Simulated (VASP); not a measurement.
Write the native input for VASP 6.6.1 that does the following.

```yaml
Task: single point
Functional: PBE
Potentials_or_basis: VASP PAW PBE potentials, release 64 (Hf_pv, O)
Cutoff: 520 eV
k_mesh: 6 × 6 × 4
Occupations: gaussian, width 0.05 eV
Spin: no spin polarisation
Dipole_correction: no
Further_INCAR_settings: ALGO = Normal; EDIFF = 1e-06; NBANDS = 31
```

The structure of HfO2 lies in POSCAR:

```
HfO2
1.0
    3.6944124334      0.0000000000      0.0000000000
    0.0000000000      3.6944124334      0.0000000000
    0.0000000000      0.0000000000      5.0007687972
Hf O
2 4
Direct
    0.5000000000      0.5000000000      0.5000000000
    0.0000000000      0.0000000000      0.0000000000
    0.0000000000      0.5000000000      0.6932521152
    0.5000000000      0.0000000000      0.8067478848
    0.5000000000      0.0000000000      0.3067478848
    0.0000000000      0.5000000000      0.1932521152
```

This cell differs from its parent crystal: strain +0.025 along x and y, -0.050 along z.

One way to write it, as run:

INCAR

```
SYSTEM = HfO2
ALGO = Normal
EDIFF = 1E-6
ENCUT = 520
GGA = PE
ISIF = 2
ISMEAR = 0
LASPH = .TRUE.
LCHARG = .TRUE.
LELF = .TRUE.
LREAL = .FALSE.
LVHAR = .TRUE.
LWAVE = .FALSE.
NBANDS = 31
NELM = 100
PREC = Accurate
SIGMA = 0.05
```

KPOINTS

```
k-points
0
G
  6 6 4
  0 0 0
```

Potentials or basis: VASP PAW PBE potentials, release 64 (Hf_pv, O).

Launch:

```console
$ cat potpaw_PBE.64/Hf_pv/POTCAR potpaw_PBE.64/O/POTCAR > POTCAR
$ mpirun -np 1 vasp_std > vasp.out
```

It gave:

```json
{"Pressure": "-4.3 GPa", "Largest force": "0.161 eV/Å", "Band gap on the k mesh": "3.73 eV (least direct gap 3.77 eV)"}
```

Caveat: the cell differs from its parent crystal (strain +0.025 along x and y, -0.050 along z); the cell stands under tension; spin-orbit coupling is left out, which moves the levels of the heavy elements.

It took 89 s on 1 thread of Intel Xeon 8259CL, on a shared host, peak memory 0.2 GiB.
